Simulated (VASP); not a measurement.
Runs of VASP 6.6.1 on In2O3. The structure is that of space group R-3c (No. 167), or close to it. The cells are those of the table. 

```tsv
level	potentials or basis	cell	k mesh	gap on the mesh (eV)	pressure (GPa)	largest force (eV/Å)
r2SCAN	VASP PAW PBE potentials, release 64 (In_d, O)	a = 5.782 Å, angles 56.7°, 10 atoms	6 × 6 × 6	(b)	3.2	0.13
PBE	VASP PAW PBE potentials, release 64 (In_d, O)	a = 5.782 Å, angles 56.7°, 10 atoms	2 × 2 × 2	1.32	(c)	0.11
LDA	VASP PAW LDA potentials, release 64 (In_d, O)	a = 5.782 Å, angles 56.7°, 10 atoms	6 × 6 × 6	1.20	(d)	(a)
BLYP+D3(BJ)	VASP PAW PBE potentials, release 64 (In_d, O)	a = 5.850 Å, angles 56.9°, 10 atoms	6 × 6 × 6	1.08	0.5	0.02
PBEsol	VASP PAW PBE potentials, release 64 (In_d, O)	a = 5.797 Å, angles 56.8°, 10 atoms	6 × 6 × 6	1.11	0.5	0.01
```

Alike in all rows: task single point; no spin polarisation; cutoff (eV) 520; smearing fermi-dirac 0.05 eV.

Question: Fill in the values left out.

Answer: (a) 0.17; (b) 1.90; (c) 8.6; (d) -2.5.

Caveats: some runs use coarse meshes; spin-orbit coupling is left out, which moves the levels of the heavy elements; the PAW data sets were made with another functional, which shifts forces and pressure a little (some runs).

A k mesh can miss the band edges, and the runs leave out spin-orbit coupling on In.
